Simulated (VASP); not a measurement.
# Au (I4_1/amd) in VASP: a series of runs

The runs below take Au through relaxation of cell and atoms, with PBE.

Program: VASP 6.6.1. These are calculated values, not measurements. Logs are shortened: lines on timing, memory, paths and dates and some standing lists are left out, and cuts for length are marked.

### 1 The cell of the first run

The structure is tetragonal, space group I4_1/amd (No. 141). Conventional cell: a = 5.114 Å, b = 5.114 Å, c = 2.813 Å, α = 90.00°, β = 90.00°, γ = 90.00°. Au (site symmetry -4m2) has 10 Au at 2.65 to 3.31 Å within 3.5 Å.

### 2 Relaxation of cell and atoms, PBE, target pressure 0.86 GPa, at which the enthalpy is minimised

INCAR reads:

```
PREC = Accurate
ENCUT = 600
EDIFF = 1E-6
ISMEAR = -1
SIGMA = 0.08
LREAL = False
LASPH = True
NELM = 80
ALGO = Normal
ISIF = 3
LWAVE = False
LCHARG = False
GGA = PE
IBRION = 2
NSW = 60
EDIFFG = -0.005
PSTRESS = 8.6
```

KPOINTS reads:

```
regular mesh
0
Gamma
  15 15 15
```

POSCAR reads:

```
Au
1.0
   -2.5570436606      2.5570436606      1.4063740134
    2.5570436606     -2.5570436606      1.4063740134
    2.5570436606      2.5570436606     -1.4063740134
Au
2
Direct
   -0.3750000000     -0.1250000000     -0.2500000000
    0.3750000000      0.1250000000      0.2500000000
```

Potentials or basis: VASP PAW PBE potentials, release 64 (Au).

Started as:

```bash
$ cat potpaw_PBE.64/Au/POTCAR > POTCAR
$ mpirun -np 1 vasp_std > vasp.out
```

OUTCAR:

```text
PREC = Accurate
   ENCUT = 600
   EDIFF = 1E-6
   ISMEAR = -1
   LREAL = False
   LASPH = True
   NELM = 80
   ISIF = 3
   GGA = PE
   IBRION = 2
   NSW = 60
   EDIFFG = -0.005
   PSTRESS = 8.6

 ion  position               nearest neighbor table
   1  0.625  0.875  0.750-   2 2.65   2 2.65   2 2.65   2 2.65   2 3.31   2 3.31   2 3.31   2 3.31

   2  0.375  0.125  0.250-   1 2.65   1 2.65   1 2.65   1 2.65   1 3.31   1 3.31   1 3.31   1 3.31

  LATTYP: Found a body centered tetragonal cell.
 ALAT       =     5.1140873212
 C/A-ratio  =     0.5500000000

  Lattice vectors:

 A1 = (  -2.5570436606,   2.5570436606,   1.4063740134)
 A2 = (   2.5570436606,  -2.5570436606,   1.4063740134)
 A3 = (   2.5570436606,   2.5570436606,  -1.4063740134)

Analysis of symmetry for initial positions (statically):
=====================================================================
 Subroutine PRICEL returns:
 Original cell was already a primitive cell.

 Routine SETGRP: Setting up the symmetry group for a
 body centered tetragonal supercell.

 Subroutine GETGRP returns: Found 16 space group operations
 (whereof  4 operations were pure point group operations)
 out of a pool of 16 trial point group operations.

The static configuration has the point symmetry C_2h.
 The point group associated with its full space group is D_4h.

Analysis of symmetry for dynamics (positions and initial velocities):
=====================================================================
 Subroutine PRICEL returns:
 Original cell was already a primitive cell.

 Routine SETGRP: Setting up the symmetry group for a
 body centered tetragonal supercell.

 Subroutine GETGRP returns: Found 16 space group operations
 (whereof  4 operations were pure point group operations)
 out of a pool of 16 trial point group operations.

The dynamic configuration has the point symmetry C_2h.
 The point group associated with its full space group is D_4h.

 Subroutine INISYM returns: Found 16 space group operations
 (whereof  4 operations are pure point group operations),
 and found     1 'primitive' translations

----------------------------------------------------------------------------------------

                                     Primitive cell

  volume of cell :      36.7822

[... 109 lines left out ...]
  volume/ion in A,a.u.               =      18.39       124.11
  Fermi-wavevector in a.u.,A,eV,Ry     =   1.379336  2.606567 25.886000  1.902567
  Thomas-Fermi vector in A             =   2.504315
   LORBIT       =      0    0 simple, 1 ext, 2 COOP (PROOUT), +10 PAW based schemes
   GGA     = PE    functional components
   LHFCALC =     F    Hartree Fock is set to
   AEXX    =    0.0000 exact exchange contribution
   IVDW    =     0    specifies the selected vdW correction
   LEPSILON=     F    determine dielectric tensor
   LRPA    =     F    only Hartree local field effects (RPA)
 conjugate gradient relaxation of ions
 non-spin polarized calculation
  energy-cutoff  :      600.00
  volume of cell :       36.78
 maximum number of plane-waves:      1253
   NGX = 15   NGY = 15   NGZ = 15

--------------------------------------- Ionic step        1  -------------------------------------------

 number of electron      22.0000003 magnetization

 Free energy of the ion-electron system (eV)
  ---------------------------------------------------
  ext. energy  EPLUGINS =         0.00000000
  ---------------------------------------------------
  free energy    TOTEN  =        -5.99574110 eV

  energy without entropy =       -5.98140868  energy(sigma->0) =       -5.98857489

------------------------ aborting loop because EDIFF is reached ----------------------------------------

  FORCE on cell =-STRESS in cart. coord.  units (eV):
  Direction    XX          YY          ZZ          XY          YZ          ZX
  --------------------------------------------------------------------------------------
  -------------------------------------------------------------------------------------
  Total        3.3987761      3.3987761      0.1959143     -0.0000000     -0.0000000      0.0000000
  in kB      148.0457787    148.0457787      8.5337436     -0.0000000     -0.0000000      0.0000000
  external PRESSURE =      92.9417670 kB  Pullay stress =       8.6000000 kB
[... 97 lines left out ...]
  energy  without entropy=       -6.1130597722  energy(sigma->0) =       -6.12017163

  enthalpy is  TOTEN    =        -5.9138795184 eV   P V=        0.2134039721

[... ionic steps 4 to 11 ...]

--------------------------------------- Ionic step       12  -------------------------------------------

 number of electron      21.9999999 magnetization

------------------------ aborting loop because EDIFF is reached ----------------------------------------
[... 71 lines left out ...]
--------------------------------------- Ionic step       14  -------------------------------------------

 number of electron      22.0000000 magnetization

 Free energy of the ion-electron system (eV)
  ---------------------------------------------------
  ext. energy  EPLUGINS =         0.00000000
  ---------------------------------------------------
  free energy    TOTEN  =        -6.14474135 eV

  energy without entropy =       -6.13351601  energy(sigma->0) =       -6.13912868

 E-fermi :   7.2536     XC(G=0): -11.8267

 val. band max:        7.2268530656   @ k =  -0.3333   0.4000   0.2000
 cond. band min:       7.2660016352   @ k =  -0.2000  -0.4667   0.2000
 fundamental gap:      0.0391485696
 Fermi energy:         7.2535565694

 k-point     1 :       0.0000    0.0000    0.0000
  band No.  band energies     occupation
      1      -1.1679      2.00000
      2       1.4274      2.00000
      3       1.5609      2.00000
      4       1.6131      2.00000
      5       2.0308      2.00000
      6       4.7509      2.00000
      7       4.7509      2.00000
      8       4.7870      2.00000
      9       4.7870      2.00000
     10       5.5262      2.00000
     11       6.3581      1.99997
     12      11.0438      0.00000
     13      11.0438      0.00000
     14      13.9518      0.00000
[... 401 lines left out ...]
      2       1.8353      2.00000
      3       2.3080      2.00000
      4       2.6658      2.00000
      5       2.9661      2.00000
      6       3.4737      2.00000
      7       3.6697      2.00000
      8       4.6893      2.00000
      9       4.8777      2.00000
     10       5.2070      2.00000
     11       5.9848      2.00000
     12      11.5794      0.00000
     13      14.3894      0.00000
     14      16.2767      0.00000
     15      17.1607      0.00000

 [... further k-points ...]
[... 5 lines left out ...]
  --------------------------------------------------------------------------------------
  -------------------------------------------------------------------------------------
  Total        0.2074178      0.2074178      0.2140723      0.0000000     -0.0000000      0.0000000
  in kB        8.5005330      8.5005330      8.7732505      0.0000000     -0.0000000      0.0000000
  external PRESSURE =      -0.0085612 kB  Pullay stress =       8.6000000 kB
[... 21 lines left out ...]
  energy  without entropy=       -6.1335160119  energy(sigma->0) =       -6.13912868

  enthalpy is  TOTEN    =        -5.9348965051 eV   P V=        0.2098448459

 reached required accuracy - stopping structural energy minimisation
```

CONTCAR:

```text
Au
   1.00000000000000
    -2.6714822729876664    2.6714822729876664    1.3694489682117750
     2.6714822729876664   -2.6714822729876664    1.3694489682117750
     2.6714822729876664    2.6714822729876664   -1.3694489682117750
  Au
     2
Direct
     0.6250000000000000    0.8750000000000000    0.7500000000000000
     0.3750000000000000    0.1250000000000000    0.2500000000000000

  0.00000000E+00  0.00000000E+00  0.00000000E+00
  0.00000000E+00  0.00000000E+00  0.00000000E+00
```

It took 30 min on 1 thread of AMD EPYC 7R13, shared host; peak memory 0.29 GiB.

Results:

```yaml
Free_energy: -6.1447 eV
Relaxed_volume: 19.55 Å³/atom
Relaxed_cell: a = 4.019 Å, b = 4.019 Å, c = 4.019 Å, α = 96.67°, β = 96.67°, γ = 140.15°
Space_group_after_relaxing_to_0.05_Å: I4_1/amd (No. 141)
Energy_change_on_relaxing_the_enthalpy_is_what_falls: -74.5 meV/atom
Ionic_steps: 14
Pressure_after_relaxing: 0.9 GPa
Band_gap_on_the_k_mesh: zero (band 11 reaches 9.82 eV, above the bottom of band 12 at 5.33 eV)
```

The path:
| step | energy change (eV) | largest force (eV/Å) | pressure (GPa) | volume (Å³) |
| --- | --- | --- | --- | --- |
| 1 | 0.0000 | 0.0000 | 10.15 | 36.78 |
| 2 | -0.0676 | 0.0000 | -7.32 | 42.68 |
| 3 | -0.1315 | 0.0000 | -1.20 | 39.76 |
| 4 | -0.1473 | 0.0000 | 1.15 | 39.05 |
| 5 | -0.1494 | 0.0000 | 0.60 | 39.18 |
| 6 | -0.1494 | 0.0000 | 0.55 | 39.20 |
| 7 | -0.1487 | 0.0000 | 1.07 | 39.04 |
| 8 | -0.1490 | 0.0000 | 0.84 | 39.09 |
| 9 | -0.1490 | 0.0000 | 0.84 | 39.10 |
| 10 | -0.1493 | 0.0000 | 0.68 | 39.15 |
| 11 | -0.1491 | 0.0000 | 0.78 | 39.11 |
| 12 | -0.1490 | 0.0000 | 0.83 | 39.10 |
| 13 | -0.1491 | 0.0000 | 0.84 | 39.11 |
| 14 | -0.1490 | 0.0000 | 0.86 | 39.09 |

Final structure:
```xyz
2
Lattice="-2.6715 2.6715 1.3694 2.6715 -2.6715 1.3694 2.6715 2.6715 -1.3694" Properties=species:S:1:pos:R:3 pbc="T T T"
Au    2.6715    1.3357    1.0271
Au    0.0000    1.3357    0.3424
```

Caveat: the cell is relaxed towards a set pressure, so the enthalpy falls and the energy may rise; spin-orbit coupling is left out, which moves the levels of the heavy elements.

### 3 Relaxation of cell and atoms, PBE, target pressure 0.86 GPa, at which the enthalpy is minimised

This run uses another cell than the first one, of 19.57 Å³/atom, 1.064 times its volume.

INCAR reads:

```
PREC     = Accurate       # precision mode
ENCUT    = 600            # plane-wave cutoff, eV
EDIFF    = 1E-7           # SCF threshold, eV
ISMEAR   = -1             # smearing method
SIGMA    = 0.08           # smearing width, eV
LREAL    = F              # projectors in reciprocal space
LASPH    = T              # aspherical terms in the spheres
NELM     = 60             # most SCF steps
ALGO     = Normal         # electronic algorithm
ISIF     = 3              # what is computed and relaxed
LWAVE    = F              # write WAVECAR
LCHARG   = F              # write CHGCAR
GGA      = PE             # functional
IBRION   = 2              # ionic algorithm
NSW      = 32             # ionic steps
EDIFFG   = -0.005         # ionic threshold
PSTRESS  = 8.6
```

KPOINTS is that of step 2.

POSCAR reads:

```
Au
1.0
   -2.6728352119      2.6728352119      1.3699926443
    2.6728352119     -2.6728352119      1.3699926443
    2.6728352119      2.6728352119     -1.3699926443
Au
2
Direct
   -0.3750000000     -0.1250000000     -0.2500000000
    0.3750000000      0.1250000000      0.2500000000
```

Potentials or basis: VASP PAW PBE potentials, release 64 (Au).

Started as:

```bash
$ cat potpaw_PBE.64/Au/POTCAR > POTCAR
$ mpirun -np 1 vasp_std > vasp.out
```

It took 7.9 min on 1 thread of AMD EPYC 7R13, shared host; peak memory 0.29 GiB.

The run converged. Its results:

```
Free energy                                            : -6.1458 eV
Relaxed volume                                         : 19.55 Å³/atom
Relaxed cell                                           : a = 4.019 Å, b = 4.019 Å, c = 4.019 Å, α = 96.67°, β = 96.67°, γ = 140.16°
Space group after relaxing (to 0.05 Å)                 : I4_1/amd (No. 141)
Energy change on relaxing (the enthalpy is what falls) : +0.1 meV/atom
Ionic steps                                            : 3
Pressure after relaxing                                : 0.9 GPa
Band gap on the k mesh                                 : zero (band 11 reaches 9.82 eV, above the bottom of band 12 at 5.32 eV)
```

Step by step:
```
step  energy change (eV)  largest force (eV/Å)  pressure (GPa)  volume (Å³)
   1              0.0000                0.0000            0.73        39.15
   2              0.0005                0.0000            1.01        39.06
   3              0.0002                0.0000            0.87        39.11
```

Final structure:
```
Au
1.0
    -2.67190    2.67190    1.36944
     2.67190   -2.67190    1.36944
     2.67190    2.67190   -1.36944
Au
2
Direct
  0.62500 0.87500 0.75000
  0.37500 0.12500 0.25000
```

Levels at points of the mesh, in eV from the Fermi level:
| k point | band 8 | band 9 | band 10 | band 11 | band 12 | band 13 | band 14 | band 15 |
| --- | --- | --- | --- | --- | --- | --- | --- | --- |
| (0.00, 0.00, 0.00) | -2.47 | -2.47 | -1.73 | -0.90 | 3.79 | 3.79 | 6.69 | 11.93 |

Caveat: the cell is relaxed towards a set pressure, so the enthalpy falls and the energy may rise; spin-orbit coupling is left out, which moves the levels of the heavy elements.
